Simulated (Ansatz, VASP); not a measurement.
**One calculation of BaTiO3, two programs**

```
Ba Ti O
1.0
     2.82767    1.63255    2.27138
    -2.82767    1.63255    2.27138
     0.00000   -3.26511    2.27138
Ba Ti O
1 1 3
Direct
  0.99970 0.99970 0.99970
  0.49009 0.49009 0.49009
  0.50875 0.50875 0.01401
  0.01401 0.50875 0.50875
  0.50875 0.01401 0.50875
```

Change from the starting cell: z stretched by -2 %, ions relaxed.

Alike in both runs: functional PBE; k mesh 8 × 8 × 8; occupations fermi-dirac, width 0.02 eV; no spin polarisation.

Ansatz relaxed the structure, and its values are those at the end. VASP's run is a single point on that final structure, the one shown.

|  | VASP | Ansatz |
| --- | --- | --- |
| version | VASP 6.6.1 | Ansatz 0.2.0 |
| potentials or method | VASP PAW PBE potentials, release 64 (Ba_sv, Ti_sv, O_h) | plane-wave PAW, scalar-relativistic |
| plane-wave cutoff (eV) | 910 | 420 |
| valence electrons in the cell | 40 | 40 |

```tsv
	VASP	Ansatz	Ansatz less VASP
gap on the k mesh at the Fermi level (eV)	2.15	2.21	+0.052
rms of the force components (eV/Å)	0.014	0.001	-0.0131
```

Ansatz's warnings: stress scf threshold loose.

Spin-orbit coupling is off throughout. Noted on VASP's run: the cutoff is short for stress, so the pressure is rough.
